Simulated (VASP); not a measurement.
Crystal: Na.

```
Na
1.0
     5.01187    0.00000    0.00000
    -2.50593    4.34040    0.00000
     0.00000    0.00000    3.64818
Na
2
Direct
  0.33333 0.66667 0.50000
  0.66667 0.33333 0.50000
```

The cell was generated, and may not be a known phase.

| Property | Result |
| --- | --- |
| Program | VASP 6.6.1 |
| Task | relaxation of cell and atoms |
| Functional | PBE |
| Potentials or basis | VASP PAW PBE potentials, release 64 (Na_sv) |
| Cutoff | 1130 eV |
| k mesh | 6 × 6 × 6 |
| Occupations | gaussian, width 0.1 eV |
| Spin | no spin polarisation |

At the start: pressure 1.2 GPa; volume 39.68 Å³/atom.

Q: How do energy, volume and symmetry change on relaxing?

A: Over 4 steps the energy falls by 100.7 meV/atom and the volume is 47.37 Å³/atom (+19.4 %); space group P6/mmm (No. 191, to 0.1 Å) before and after.

The path:
```tsv
step	energy change (eV)	largest force (eV/Å)	pressure (GPa)	volume (Å³)
1	0.0000	0.0000	1.24	79.36
2	-0.0815	0.0000	0.78	82.88
3	-0.1993	0.0000	0.09	93.29
4	-0.2014	0.0000	0.05	94.74
```

Final structure:
```cif
data_structure
_symmetry_space_group_name_H-M 'P 1'
_symmetry_Int_Tables_number 1
_cell_length_a 5.6895
_cell_length_b 5.6895
_cell_length_c 3.3794
_cell_angle_alpha 90.000
_cell_angle_beta 90.000
_cell_angle_gamma 120.000
_cell_volume 94.74
loop_
_atom_site_label
_atom_site_type_symbol
_atom_site_fract_x
_atom_site_fract_y
_atom_site_fract_z
_atom_site_occupancy
Na1 Na 0.33333 0.66667 0.50000 1
Na2 Na 0.66667 0.33333 0.50000 1
```

Caveat: the volume moved by over 15 % at a fixed basis, so the end points are rough.
